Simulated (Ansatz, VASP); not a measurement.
# One calculation of Ni, two programs

```
CELL_PARAMETERS angstrom
1.71994 -4.01130 0.00000
1.71994 4.01130 0.00000
0.00000 0.00000 3.34270
ATOMIC_POSITIONS crystal
Ni 0.14155 0.85845 0.00000
Ni 0.64155 0.35845 0.50000
Ni 0.85845 0.14155 0.00000
Ni 0.35845 0.64155 0.50000
```

Alike in both runs: functional r2SCAN; k mesh 6 × 6 × 4; occupations gaussian, width 0.1 eV; collinear spin.

Ansatz relaxed the structure, and its values are those at the end. VASP's run is a single point on that final structure, the one shown.

|  | VASP | Ansatz |
| --- | --- | --- |
| version | VASP 6.6.1 | Ansatz 0.2.0 |
| potentials or method | VASP PAW PBE potentials, release 64 (Ni_sv_GW), cutoff 650 eV | scalar-relativistic, plane waves, PAW |
| valence electrons in the cell | 72 | 72 |

```tsv
	VASP	Ansatz	Ansatz less VASP
gap on the k mesh at the Fermi level (eV)	none	none	-
pressure (GPa)	-3.2	0.0	+3.12
rms of the force components (eV/Å)	0.015	0.000	-0.0154
net moment per atom (μB)	0.77	0.77	-0.004
size of the moment on the site where the two differ most (μB)	0.83	0.84	+0.002
```

VASP's potentials were made for PBE, not for r2SCAN. Site moments also hang on the region over which each program counts them. A gap of «none» marks a metal or a gap that the smearing closes. With one functional, cell and mesh, what is left measures potentials, basis and numerics.

The k mesh is coarse, so the values compare programs but aren't converged.
